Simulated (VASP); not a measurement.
Set up this calculation in VASP 6.6.1, as the native input.

```
Task                   : single point
Functional             : PBEsol
Potentials or basis    : VASP PAW PBE potentials, release 64 (Zr_sv)
Cutoff                 : 520 eV
k mesh                 : 6 × 6 × 4
Occupations            : gaussian, width 0.1 eV
Spin                   : no spin polarisation
Dipole correction      : no
Further INCAR settings : ALGO = Normal; EDIFF = 1e-06; NBANDS = 25
```

The structure of Zr lies in POSCAR:

```
Zr
1.0
    4.1829782961      0.0000000000      0.0000000000
   -2.0914891481      3.6225654680      0.0000000000
    0.0000000000      0.0000000000      4.7457289016
Zr
3
Direct
    0.2254000000      0.0000000000      0.3333333333
    0.0000000000      0.2254000000      0.6666666667
    0.7746000000      0.7746000000      0.0000000000
```

One way to write it, as run:

INCAR

```
SYSTEM = Zr
PREC = Accurate
ENCUT = 520
EDIFF = 1E-6
ISMEAR = 0
SIGMA = 0.1
LREAL = .FALSE.
LASPH = .TRUE.
NELM = 80
ALGO = Normal
ISIF = 2
LWAVE = .FALSE.
LCHARG = .FALSE.
GGA = PS
NBANDS = 25
```

KPOINTS

```
Automatic mesh
0
G
  6 6 4
  0 0 0
```

Potentials or basis: VASP PAW PBE potentials, release 64 (Zr_sv).

Launch:

```bash
$ cat potpaw_PBE.64/Zr_sv/POTCAR > POTCAR
$ mpirun -np 1 vasp_std > vasp.out
```

Results of the run:

```yaml
Pressure: 6.9 GPa
Largest_force: 4.182 eV/Å
Band_gap_on_the_k_mesh: zero (band 18 reaches 7.97 eV, above the bottom of band 19 at 7.92 eV)
```

Caveat: the PAW data sets were made with another functional, which shifts forces and pressure a little.

Run time: 57 s on 1 thread of Intel Xeon 6975P-C, on a shared host, peak memory 0.19 GiB.
